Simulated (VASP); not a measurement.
**TiAl3: single point with PBEsol**

The system is TiAl3.

```
Ti Al
1.0
     3.94834    0.00000    0.00000
     0.00000    3.94834    0.00000
     0.00000    0.00000    3.94834
Ti Al
1 3
Direct
  0.00000 0.00000 0.00000
  0.50000 0.50000 0.00000
  0.50000 0.00000 0.50000
  0.00000 0.50000 0.50000
```

```yaml
Program: VASP 6.6.1
Task: single point
Functional: PBEsol
Potentials_or_basis: VASP PAW PBE potentials, release 64 (Ti_sv, Al)
Cutoff: 520 eV
k_mesh: 14 × 14 × 14
Occupations: gaussian, width 0.1 eV
Spin: no spin polarisation
Dipole_correction: no
Further_INCAR_settings: ALGO = Fast; EDIFF = 1e-06; NBANDS = 18
```

The pressure is 0.1 GPa and the band gap on the k mesh is zero (an odd number of electrons rules out a gap without spin polarisation).

Levels at points of the mesh, in eV from the Fermi level:
```
           k point  band 7  band 8  band 9  band 10  band 11  band 12  band 13  band 14
(0.00, 0.00, 0.00)   -3.13   -2.18   -2.18    -2.18     0.14     0.14     0.14     0.67
(0.50, 0.00, 0.00)   -2.29   -2.29   -2.23     0.39     0.73     0.73     0.93     0.99
(0.50, 0.50, 0.00)   -6.16   -5.08   -1.29    -1.29     0.61     0.86     1.09     1.13
(0.50, 0.50, 0.50)   -5.18   -5.03   -3.53    -3.53    -3.53     0.17     1.19     1.19
```

It took 2.6 min on 1 thread of Intel(R) Xeon(R) 6975P-C (Granite Rapids), with other jobs on the host, peak memory 0.25 GiB.

Caveat: the PAW data sets were made with another functional, which shifts forces and pressure a little.
